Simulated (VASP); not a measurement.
Si5W3, 24 atoms in the cell. The cell holds a disordered packing, 24 atoms: a = 7.205 Å, b = 7.492 Å, c = 7.497 Å, α = 87.52°, β = 89.90°, γ = 91.28°. 

```yaml
Program: VASP 6.6.1
Task: single point
Functional: PBE
Potentials_or_basis: VASP PAW PBE potentials, release 64 (Si, W_sv)
Cutoff: 520 eV
k_mesh: 1 × 1 × 1, shifted
Occupations: fermi-dirac, width 0.3051 eV
Spin: no spin polarisation
Dipole_correction: no
Further_INCAR_settings: LREAL = Auto; ALGO = Normal; EDIFF = 1e-06; NBANDS = 111; ISYM = 0
```

Potentials or basis: VASP PAW PBE potentials, release 64 (Si, W_sv).

Run with:

```sh
$ cat potpaw_PBE.64/Si/POTCAR potpaw_PBE.64/W_sv/POTCAR > POTCAR
$ mpirun -np 1 vasp_std > vasp.out
```

Hardware: 1 thread of Intel(R) Xeon(R) Platinum 8559C (Emerald Rapids), with other jobs on the host.

**Question.** How long does it take, and how much memory?

**Answer.** Wall time 81 s on 1 thread of Intel(R) Xeon(R) Platinum 8559C (Emerald Rapids) (shared host), peak memory 0.39 GiB. Counts: scf iterations 19, k points 1.
